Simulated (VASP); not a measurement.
# AlSi16 (a cell with a defect) in VASP: further runs, part 2 of 2

VASP 6.6.1. The steps go on from the part before.

### Step 3. Single point, PBE+D3(BJ), collinear spin, zero start

The input, INCAR:

```
ALGO     = Normal         # electronic algorithm
EDIFF    = 1E-6           # SCF threshold, eV
ENCUT    = 520            # plane-wave cutoff, eV
GGA      = PE             # functional
ISIF     = 2              # what is computed and relaxed
ISMEAR   = 0              # smearing method
ISPIN    = 2              # spin polarisation
IVDW     = 12             # dispersion correction
LASPH    = T              # aspherical terms in the spheres
LCHARG   = F              # write CHGCAR
LORBIT   = 11             # projections on sites
LREAL    = Auto         
LWAVE    = F              # write WAVECAR
MAGMOM   = 0 0 0 0 0 0 0 0 0 0 0 0 0 0 0 0 0 # initial moments
NBANDS   = 52             # bands
NELM     = 150            # most SCF steps
PREC     = Accurate       # precision mode
SIGMA    = 0.05           # smearing width, eV
```

The input, KPOINTS:

```
k-points
0
Gamma
  2 2 2
```

The input, POSCAR:

```
AlSi16
1.0
    0.0000000000      5.4300000000      5.4300000000
    5.4300000000      0.0000000000      5.4300000000
    5.4300000000      5.4300000000      0.0000000000
Si Al
16 1
Direct
    0.0384260589     -0.0100104052     -0.0144805709
    0.1273444751      0.1308209024      0.1264743094
   -0.0173827808      0.0178941989      0.4997046961
    0.1272848987      0.1312149171      0.6149152855
   -0.0168712707      0.5041165746      0.0130517495
    0.1275011971      0.6193190608      0.1267299263
   -0.0178959484      0.5043012891      0.4998235727
    0.0601512891      0.6496083794      0.6449162983
    0.5003841621      0.0121062615      0.0077784530
    0.6660437385      0.1139918048      0.1093616022
    0.5003232044      0.0131149171      0.4783191529
    0.6068482505      0.1641314917      0.6151208103
    0.5005069061      0.4830061694      0.0085100368
    0.6072286372      0.6195236648      0.1588687845
    0.4335378453      0.5250046961      0.5197385820
    0.6064825046      0.6181902394      0.6142845304
    0.6351941989      0.7908483425      0.7853269797
```

Potentials or basis: VASP PAW PBE potentials, release 64 (Si, Al).

Started as:

```console
$ cat potpaw_PBE.64/Si/POTCAR potpaw_PBE.64/Al/POTCAR > POTCAR
$ mpirun -np 1 vasp_std > vasp.out
```

Wall time 16 min (1 thread of Intel Xeon 8259CL, shared host); peak memory 0.71 GiB.

Results (log left out):

```yaml
Free_energy: -91.8755 eV
Pressure: 2.1 GPa
Largest_force: 0.846 eV/Å
Net_moment: 0.00 μB per cell
Valence_electrons_inside_the_program's_atomic_spheres: Si 1.70, 1.69, 1.67, 1.68, 1.72 (each value once); Al 0.86
Dispersion_energy_per_atom: -0.330 eV
```

Forces in eV/Å, atoms in the order of the input:
```
Si   0.115 -0.106 -0.109
Si   0.019 -0.030 -0.028
Si   0.006 -0.009 -0.004
Si   0.030 -0.021 -0.035
Si   0.009 -0.004 -0.012
Si   0.032 -0.036 -0.020
Si   0.006 -0.006 -0.006
Si  -0.009  0.002  0.003
Si  -0.035 -0.070 -0.068
Si   0.090 -0.092 -0.090
Si   0.065  0.054 -0.083
Si   0.019 -0.054 -0.002
Si   0.063 -0.083  0.054
Si   0.024  0.002 -0.047
Si   0.009 -0.015 -0.016
Si   0.015 -0.045 -0.032
Al  -0.456  0.512  0.495
```

Stress tensor (GPa, compression positive):
```
 2.14  0.45  0.42
 0.45  2.14 -0.46
 0.42 -0.46  2.14
```

Levels at points of the mesh, in eV from the Fermi level:
Spin up:
| k point | band 29 | band 30 | band 31 | band 32 | band 33 | band 34 | band 35 | band 36 | band 37 | band 38 |
| --- | --- | --- | --- | --- | --- | --- | --- | --- | --- | --- |
| (0.00, 0.00, 0.00) | -1.66 | -1.61 | -0.87 | -0.84 | -0.83 | -0.63 | -0.27 | -0.27 | 0.01 | 0.02 |
| (0.50, 0.00, 0.00) | -1.57 | -1.57 | -1.48 | -1.48 | -0.61 | 0.05 | 0.21 | 0.22 | 1.02 | 1.02 |
| (0.00, 0.50, 0.00) | -1.70 | -1.60 | -1.55 | -1.51 | -0.50 | 0.11 | 0.24 | 0.56 | 0.72 | 0.80 |
| (0.00, 0.00, 0.50) | -1.70 | -1.60 | -1.55 | -1.51 | -0.50 | 0.11 | 0.25 | 0.56 | 0.72 | 0.81 |
| (0.50, 0.50, 0.50) | -1.69 | -1.61 | -1.55 | -1.51 | -0.50 | 0.12 | 0.24 | 0.57 | 0.72 | 0.80 |
| (0.50, 0.50, 0.00) | -2.26 | -2.16 | -2.08 | -1.92 | -0.26 | 0.05 | 0.82 | 1.29 | 1.43 | 1.46 |
| (0.00, 0.50, 0.50) | -2.26 | -2.16 | -2.08 | -1.92 | -0.26 | 0.05 | 0.82 | 1.29 | 1.43 | 1.46 |
| (0.50, 0.00, 0.50) | -2.25 | -2.16 | -2.08 | -1.93 | -0.26 | 0.05 | 0.82 | 1.29 | 1.43 | 1.46 |
Spin down:
| k point | band 31 | band 32 | band 33 | band 34 | band 35 | band 36 |
| --- | --- | --- | --- | --- | --- | --- |
| (0.00, 0.00, 0.00) | -0.87 | -0.84 | -0.83 | -0.63 | -0.27 | -0.27 |
| (0.50, 0.00, 0.00) | -1.48 | -1.48 | -0.61 | 0.05 | 0.21 | 0.22 |
| (0.00, 0.50, 0.00) | -1.55 | -1.51 | -0.50 | 0.11 | 0.24 | 0.56 |
| (0.00, 0.00, 0.50) | -1.55 | -1.51 | -0.50 | 0.11 | 0.25 | 0.56 |
| (0.50, 0.50, 0.50) | -1.55 | -1.51 | -0.50 | 0.12 | 0.24 | 0.57 |
| (0.50, 0.50, 0.00) | -2.08 | -1.92 | -0.26 | 0.05 | 0.82 | 1.29 |
| (0.00, 0.50, 0.50) | -2.08 | -1.92 | -0.26 | 0.05 | 0.82 | 1.29 |
| (0.50, 0.00, 0.50) | -2.08 | -1.93 | -0.26 | 0.05 | 0.82 | 1.29 |

Caveat: the k points lie up to 0.50 Å⁻¹ apart; no moment was typed at the start, so none could form.

### Step 4. Single point, PBE+D3(BJ), collinear spin, zero start

The input, INCAR:

```
SYSTEM = AlSi16
PREC = Accurate
ENCUT = 520
EDIFF = 1E-6
ISMEAR = 0
SIGMA = 0.05
LREAL = Auto
LASPH = .TRUE.
NELM = 150
ALGO = Normal
ISIF = 2
LWAVE = .FALSE.
LCHARG = .FALSE.
ISPIN = 2
MAGMOM = 0 0 0 0 0 0 0 0 0 0 0 0 0 0 0 0 0
LORBIT = 11
GGA = PE
IVDW = 12
NBANDS = 52
```

The input, KPOINTS:

```
regular mesh
0
G
  2 2 2
  0 0 0
```

The input, POSCAR:

```
AlSi16
1.0
    0.0000000000      5.4300000000      5.4300000000
    5.4300000000      0.0000000000      5.4300000000
    5.4300000000      5.4300000000      0.0000000000
Si Al
16 1
Direct
    0.0505578269     -0.0109930018     -0.0196970534
    0.1271870166      0.1346888582      0.1260072744
   -0.0168915285      0.0193837937      0.4993005525
    0.1285437385      0.1344892265      0.6118776243
   -0.0167705341      0.5080066298      0.0104771639
    0.1284247698      0.6206247698      0.1258249540
   -0.0164837937      0.5075808471      0.4989552486
    0.0721792818      0.6486715470      0.6397623389
    0.5031907919      0.0193782689      0.0109093923
    0.6771777164      0.1130922652      0.1040602210
    0.5041721915      0.0208686924      0.4647826888
    0.6100947514      0.1553551565      0.6178617864
    0.5040943831      0.4739091160      0.0120967772
    0.6101974217      0.6266443831      0.1462274401
    0.4445851750      0.5244492634      0.5153551565
    0.6104533149      0.6257098527      0.6171713628
    0.4752559853      0.8469499079      0.8375515654
```

Potentials or basis: VASP PAW PBE potentials, release 64 (Si, Al).

Started as:

```console
$ cat potpaw_PBE.64/Si/POTCAR potpaw_PBE.64/Al/POTCAR > POTCAR
$ mpirun -np 1 vasp_std > vasp.out
```

OUTCAR:

```text
SYSTEM = AlSi16
   PREC = Accurate
   ENCUT = 520
   EDIFF = 1E-6
   ISMEAR = 0
   LREAL = Auto
   LASPH = .TRUE.
   NELM = 150
   ISIF = 2
   ISPIN = 2
   LORBIT = 11
   GGA = PE
   IVDW = 12
 IVDW          = 12

 ion  position               nearest neighbor table
   1  0.051  0.989  0.980-   2 2.33   6 2.33   4 2.33  10 2.34  17 2.66
   2  0.127  0.135  0.126-   1 2.33   3 2.34   5 2.34   9 2.36  17 3.16
   3  0.983  0.019  0.499-   8 2.34  12 2.34   4 2.34   2 2.34
   4  0.129  0.134  0.612-   1 2.33   7 2.34   3 2.34  11 2.36  17 3.14
   5  0.983  0.508  0.010-   8 2.34  14 2.34   6 2.34   2 2.34
   6  0.128  0.621  0.126-   1 2.33   7 2.34   5 2.34  13 2.36  17 3.15
   7  0.984  0.508  0.499-   8 2.33  16 2.34   4 2.34   6 2.34
   8  0.072  0.649  0.640-   7 2.33  15 2.33   3 2.34   5 2.34
   9  0.503  0.019  0.011-  10 2.29   2 2.36  17 2.43  14 2.47  12 2.47
  10  0.677  0.113  0.104-  11 2.29  13 2.29   9 2.29   1 2.34
  11  0.504  0.021  0.465-  10 2.29   4 2.36  17 2.42  12 2.47  16 2.48
  12  0.610  0.155  0.618-  15 2.33   3 2.34   9 2.47  11 2.47  17 2.50
[... 1042 lines left out ...]
      9.14684      7.12855      7.17958         0.520142     -0.461619     -0.476355
 -----------------------------------------------------------------------------------
    total drift:                                0.002305     -0.004991      0.001688

  FREE ENERGIE OF THE ION-ELECTRON SYSTEM (eV)
  ---------------------------------------------------
  free  energy   TOTEN  =       -91.8764597419 eV

  energy  without entropy=      -91.8650356454  energy(sigma->0) =      -91.87074769

 total charge

# of ion       s       p       d       tot
------------------------------------------
    1        0.741   0.959   0.000   1.700
    2        0.746   0.939   0.000   1.686
    3        0.744   0.951   0.000   1.695
    4        0.746   0.939   0.000   1.686
    5        0.744   0.951   0.000   1.695
    6        0.746   0.939   0.000   1.686
[... 9 lines left out ...]
   16        0.752   0.920   0.000   1.672
   17        0.486   0.371   0.000   0.858
--------------------------------------------------
tot         12.499  15.390   0.000  27.890

 magnetization (x)

# of ion       s       p       d       tot
------------------------------------------
    1       -0.000  -0.000   0.000  -0.000
    2        0.000   0.000   0.000   0.000
    3        0.000  -0.000   0.000  -0.000
    4       -0.000   0.000   0.000   0.000
    5        0.000   0.000   0.000   0.000
    6       -0.000  -0.000   0.000  -0.000
[... 9 lines left out ...]
   16       -0.000  -0.000   0.000  -0.000
   17        0.000   0.000   0.000   0.000
--------------------------------------------------
tot          0.000   0.000   0.000   0.000
```

OSZICAR:

```text
N       E                     dE             d eps       ncg     rms          rms(c)
DAV:   1     0.150880688247E+03    0.15088E+03   -0.25177E+04  1664   0.106E+03
DAV:   2    -0.746674419958E+02   -0.22555E+03   -0.21159E+03  2040   0.160E+02
DAV:   3    -0.877190491009E+02   -0.13052E+02   -0.12767E+02  2152   0.339E+01
DAV:   4    -0.879729568889E+02   -0.25391E+00   -0.25295E+00  2120   0.583E+00
DAV:   5    -0.879788210748E+02   -0.58642E-02   -0.58600E-02  2116   0.858E-01    0.143E+01
DAV:   6    -0.867404663119E+02    0.12384E+01   -0.85187E-01  2020   0.275E+00    0.869E+00
DAV:   7    -0.862583357401E+02    0.48213E+00   -0.12785E+00  1912   0.317E+00    0.924E-01
DAV:   8    -0.862643539557E+02   -0.60182E-02   -0.85123E-02  2032   0.987E-01    0.507E-01
DAV:   9    -0.862656568688E+02   -0.13029E-02   -0.79588E-03  1972   0.283E-01    0.225E-01
DAV:  10    -0.862664148391E+02   -0.75797E-03   -0.97655E-04  2008   0.102E-01    0.105E-01
DAV:  11    -0.862666761289E+02   -0.26129E-03   -0.25571E-04  1976   0.570E-02    0.433E-02
DAV:  12    -0.862667049379E+02   -0.28809E-04   -0.28127E-05  2016   0.180E-02    0.189E-02
DAV:  13    -0.862667094305E+02   -0.44926E-05   -0.42979E-06  2088   0.702E-03    0.684E-03
DAV:  14    -0.862667107866E+02   -0.13561E-05   -0.15916E-06  1456   0.430E-03    0.216E-03
DAV:  15    -0.862667110317E+02   -0.24510E-06   -0.19141E-07  1168   0.157E-03
   1 F= -.91876460E+02 E0= -.91870748E+02  d E =-.114241E-01  mag=     0.0000
```

It took 12 min on 1 thread of Intel Xeon 8259CL, shared host; peak memory 0.71 GiB.

What came out:

```
Free energy                                           : -91.8765 eV
Pressure                                              : 2.1 GPa
Largest force                                         : 0.843 eV/Å
Net moment                                            : 0.00 μB per cell
Valence electrons inside the program's atomic spheres : Si 1.70, 1.69, 1.68, 1.72, 1.67 (each value once); Al 0.86
Dispersion energy per atom                            : -0.330 eV
```

Forces on the atoms (eV/Å):
```
Si   0.001 -0.010 -0.008
Si  -0.001  0.014  0.015
Si  -0.036  0.031  0.017
Si  -0.009  0.004  0.003
Si  -0.030  0.016  0.030
Si  -0.010  0.004  0.004
Si  -0.019  0.032  0.035
Si  -0.106  0.114  0.114
Si   0.005  0.030  0.039
Si  -0.015  0.011  0.013
Si  -0.053  0.017  0.023
Si  -0.079  0.061 -0.050
Si  -0.058  0.019  0.011
Si  -0.074 -0.041  0.064
Si  -0.090  0.089  0.092
Si   0.055  0.069  0.076
Al   0.520 -0.462 -0.476
```

Stress tensor (GPa, compression positive):
```
 2.13  0.46  0.47
 0.46  2.14 -0.40
 0.47 -0.40  2.14
```

Levels at points of the mesh, in eV from the Fermi level:
Spin up:
| k point | band 30 | band 31 | band 32 | band 33 | band 34 | band 35 | band 36 | band 37 |
| --- | --- | --- | --- | --- | --- | --- | --- | --- |
| (0.00, 0.00, 0.00) | -1.61 | -0.87 | -0.84 | -0.83 | -0.63 | -0.27 | -0.27 | 0.01 |
| (0.50, 0.00, 0.00) | -1.56 | -1.48 | -1.48 | -0.61 | 0.05 | 0.21 | 0.22 | 1.02 |
| (0.00, 0.50, 0.00) | -1.60 | -1.55 | -1.51 | -0.50 | 0.12 | 0.24 | 0.56 | 0.72 |
| (0.00, 0.00, 0.50) | -1.61 | -1.55 | -1.51 | -0.50 | 0.12 | 0.24 | 0.56 | 0.72 |
| (0.50, 0.50, 0.50) | -1.59 | -1.55 | -1.51 | -0.50 | 0.11 | 0.25 | 0.56 | 0.72 |
| (0.50, 0.50, 0.00) | -2.16 | -2.08 | -1.92 | -0.26 | 0.05 | 0.82 | 1.29 | 1.43 |
| (0.00, 0.50, 0.50) | -2.16 | -2.08 | -1.93 | -0.27 | 0.05 | 0.82 | 1.29 | 1.43 |
| (0.50, 0.00, 0.50) | -2.16 | -2.08 | -1.92 | -0.26 | 0.05 | 0.82 | 1.29 | 1.43 |
Spin down:
| k point | band 29 | band 30 | band 31 | band 32 | band 33 | band 34 | band 35 | band 36 | band 37 | band 38 |
| --- | --- | --- | --- | --- | --- | --- | --- | --- | --- | --- |
| (0.00, 0.00, 0.00) | -1.66 | -1.61 | -0.87 | -0.84 | -0.83 | -0.63 | -0.27 | -0.27 | 0.01 | 0.02 |
| (0.50, 0.00, 0.00) | -1.57 | -1.56 | -1.48 | -1.48 | -0.61 | 0.05 | 0.21 | 0.22 | 1.02 | 1.03 |
| (0.00, 0.50, 0.00) | -1.69 | -1.60 | -1.55 | -1.51 | -0.50 | 0.12 | 0.24 | 0.56 | 0.72 | 0.80 |
| (0.00, 0.00, 0.50) | -1.69 | -1.61 | -1.55 | -1.51 | -0.50 | 0.12 | 0.24 | 0.56 | 0.72 | 0.80 |
| (0.50, 0.50, 0.50) | -1.70 | -1.59 | -1.55 | -1.51 | -0.50 | 0.11 | 0.25 | 0.56 | 0.72 | 0.81 |
| (0.50, 0.50, 0.00) | -2.26 | -2.16 | -2.08 | -1.92 | -0.26 | 0.05 | 0.82 | 1.29 | 1.43 | 1.46 |
| (0.00, 0.50, 0.50) | -2.25 | -2.16 | -2.08 | -1.93 | -0.27 | 0.05 | 0.82 | 1.29 | 1.43 | 1.46 |
| (0.50, 0.00, 0.50) | -2.26 | -2.16 | -2.08 | -1.92 | -0.26 | 0.05 | 0.82 | 1.29 | 1.43 | 1.46 |

Caveat: the k points lie up to 0.50 Å⁻¹ apart; no moment was typed at the start, so none could form.

### Step 5. Overview

| cell | gap on the mesh (eV) | pressure (GPa) | moment (μB) | largest force (eV/Å) |
| --- | --- | --- | --- | --- |
| as given, atomic positions A | none | 2.3 | 0.00 | 0.28 |
| as given, atomic positions B | none | 2.1 | 0.00 | 0.85 |
| as given, atomic positions C | none | 2.1 | 0.00 | 0.84 |

Alike in all rows: task single point; level PBE+D3(BJ); potentials or basis VASP PAW PBE potentials, release 64 (Si, Al); spin collinear, zero start; k mesh 2 × 2 × 2; cutoff (eV) 520; smearing gaussian 0.05 eV.

Caveats: all runs use coarse meshes; no moment was typed at the start, so none could form.

Absolute energies hang on the potentials; compare differences alone.
